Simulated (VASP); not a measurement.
Write the native input for VASP 6.6.1 that does the following.

```
Task                   : single point
Functional             : PBE
Potentials or basis    : VASP PAW PBE potentials, release 64 (Mo_sv, W_sv)
Cutoff                 : 520 eV
k mesh                 : 12 × 12 × 16
Occupations            : gaussian, width 0.1 eV
Spin                   : no spin polarisation
Dipole correction      : no
Further INCAR settings : ALGO = Fast; EDIFF = 1e-07; NBANDS = 28
```

The structure of Mo2W lies in POSCAR:

```
Mo2W
1.0
    4.4810228720      0.0000000000      0.0000000000
   -2.2405114360      3.8806796421      0.0000000000
    0.0000000000      0.0000000000      2.7439341419
Mo W
2 1
Direct
    0.3333333333      0.6666666667      0.3353327027
    0.6666666667      0.3333333333      0.6646672973
    0.0000000000      0.0000000000      0.0000000000
```

These files were run (other wordings do the same):

INCAR

```
SYSTEM = Mo2W
  ALGO = Fast
  EDIFF = 1E-7
  ENCUT = 520
  GGA = PE
  ISIF = 2
  ISMEAR = 0
  LASPH = .TRUE.
  LCHARG = .FALSE.
  LREAL = .FALSE.
  LWAVE = .FALSE.
  NBANDS = 28
  NELM = 60
  PREC = Accurate
  SIGMA = 0.1
```

KPOINTS

```
k-points
0
G
  12 12 16
  0 0 0
```

Potentials or basis: VASP PAW PBE potentials, release 64 (Mo_sv, W_sv).

Launch:

```bash
$ cat potpaw_PBE.64/Mo_sv/POTCAR potpaw_PBE.64/W_sv/POTCAR > POTCAR
$ mpirun -np 1 vasp_std > vasp.out
```

It gave:

```yaml
Pressure: 0.5 GPa
Band_gap_on_the_k_mesh: zero (band 21 reaches 13.97 eV, above the bottom of band 22 at 10.71 eV)
```

Caveat: spin-orbit coupling is left out, which moves the levels of the heavy elements.

Wall time 4 min on 1 thread of AMD EPYC 9R45 96-Core Processor (Zen 5), on a shared host, peak memory 0.37 GiB.
